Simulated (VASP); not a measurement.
SnSe2, 3 atoms in the cell. The structure is trigonal, space group P-3m1 (No. 164). Conventional cell: a = 3.744 Å, b = 3.744 Å, c = 5.361 Å, α = 90.00°, β = 90.00°, γ = 120.00°. Sn (site symmetry -3m) has 6 Se at 2.59 Å within 3.4 Å. Within 3.4 Å of Se (site symmetry 3m) lie 3 Sn at 2.59 Å and 3 Se at 3.32 Å. 

| Quantity | Value |
| --- | --- |
| Program | VASP 6.6.1 |
| Task | single point |
| Functional | PBE |
| Dispersion | D3(BJ) |
| Potentials or basis | VASP PAW PBE potentials, release 64 (Sn_d, Se) |
| Cutoff | 500 eV |
| k mesh | 12 × 12 × 6 |
| Occupations | gaussian, width 0.03 eV |
| Spin | no spin polarisation |
| Dipole correction | no |
| Further INCAR settings | ALGO = Normal; EDIFF = 1e-06; NBANDS = 20 |

Potentials or basis: VASP PAW PBE potentials, release 64 (Sn_d, Se).

Run with:

```bash
$ cat potpaw_PBE.64/Sn_d/POTCAR potpaw_PBE.64/Se/POTCAR > POTCAR
$ mpirun -np 1 vasp_std > vasp.out
```

Hardware: 1 thread of AMD EPYC 9R45 96-Core Processor (Zen 5) (shared host).

Estimate the wall time of this run.

Run time: 53 s on 1 thread of AMD EPYC 9R45 96-Core Processor (Zen 5), with other jobs on the host, peak memory 0.24 GiB. Counts: scf iterations 13, k points 100.
